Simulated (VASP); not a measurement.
A run of VASP 6.6.1:

File POSCAR:

```
GeS
1.0
   10.8318788575      0.0000000000      0.0000000000
    0.0000000000      3.5897086497      0.0000000000
    0.0000000000      0.0000000000      4.5471733315
Ge S
4 4
Direct
    0.1281668048      0.2500000000      0.1357285406
    0.8718331952      0.7500000000      0.8642714594
    0.3718331952      0.7500000000      0.6357285406
    0.6281668048      0.2500000000      0.3642714594
    0.8445675741      0.2500000000      0.5131984588
    0.1554324259      0.7500000000      0.4868015412
    0.6554324259      0.7500000000      0.0131984588
    0.3445675741      0.2500000000      0.9868015412
```

File INCAR.step1:

```
ALGO     = Normal         # electronic algorithm
EDIFF    = 1E-5           # SCF threshold, eV
ENCUT    = 550            # plane-wave cutoff, eV
GGA      = PE             # functional
GGA_COMPAT= F            
ISMEAR   = 0              # smearing method
LASPH    = T              # aspherical terms in the spheres
LCHARG   = F              # write CHGCAR
LREAL    = F              # projectors in reciprocal space
LWAVE    = T              # write WAVECAR
NBANDS   = 50             # bands
NELM     = 120            # most SCF steps
PREC     = Accurate       # precision mode
SIGMA    = 0.02           # smearing width, eV
```

Contents of INCAR.step2:

```
ALGO     = Normal         # electronic algorithm
EDIFF    = 1E-6           # SCF threshold, eV
ENCUT    = 550            # plane-wave cutoff, eV
GGA_COMPAT= F            
ISIF     = 2              # what is computed and relaxed
ISMEAR   = 0              # smearing method
ISTART   = 1            
LASPH    = T              # aspherical terms in the spheres
LCHARG   = F              # write CHGCAR
LMIXTAU  = T            
LREAL    = F              # projectors in reciprocal space
LWAVE    = F              # write WAVECAR
METAGGA  = R2SCAN         # meta-GGA
NBANDS   = 50             # bands
NELM     = 120            # most SCF steps
PREC     = Accurate       # precision mode
SIGMA    = 0.02           # smearing width, eV
```

Contents of KPOINTS:

```
k-points
0
Gamma
  4 8 6
```

Potentials or basis: VASP PAW PBE potentials, release 64 (Ge_d, S).

Launch:

```bash
$ cat potpaw_PBE.64/Ge_d/POTCAR potpaw_PBE.64/S/POTCAR > POTCAR
$ cp INCAR.step1 INCAR
$ mpirun -np 1 vasp_std > vasp.out
$ cp INCAR.step2 INCAR
$ mpirun -np 1 vasp_std > vasp.out
```

Hardware: 1 thread of Intel(R) Xeon(R) 6975P-C (Granite Rapids), on a shared host.

**Question.** Estimate the wall time of this run.

**Answer.** Run time: 12 min on 1 thread of Intel(R) Xeon(R) 6975P-C (Granite Rapids), on a shared host, peak memory 0.58 GiB. Counts: k points 60.
